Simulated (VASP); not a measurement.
Crystal: HfO2.

```xyz
3
Lattice="0.0000 2.5575 2.5575 2.5575 0.0000 2.5575 2.5575 2.5575 0.0000" Properties=species:S:1:pos:R:3 pbc="T T T"
Hf    0.0000    0.0000    0.0000
O     3.8363    3.8363    3.8363
O     1.2788    1.2788    1.2788
```

Base run:

```yaml
Program: VASP 6.6.1
Functional: PBE
Potentials_or_basis: VASP PAW PBE potentials, release 64 (Hf_pv, O)
Cutoff: 520 eV
k_mesh: 7 × 7 × 7
Occupations: fermi-dirac, width 0.05 eV
Spin: non-collinear spin, zero start, spin-orbit coupling
Starting_moments: "[[0.0, 0.0, 0.0], [0.0, 0.0, 0.0], [0.0, 0.0, 0.0]] μB"
```

Its results: pressure -5.9 GPa; net moment 0.00 μB per cell.

Task: The run is repeated on the same cell with these changes: functional from PBE to PBEsol. What comes out?

Result: Pressure -13.4 GPa; net moment 0.00 μB per cell.

PBEsol binds more tightly than PBE, so the same cell stands under less pressure.

Caveats: the PAW data sets were made with another functional, which shifts forces and pressure a little (some runs).
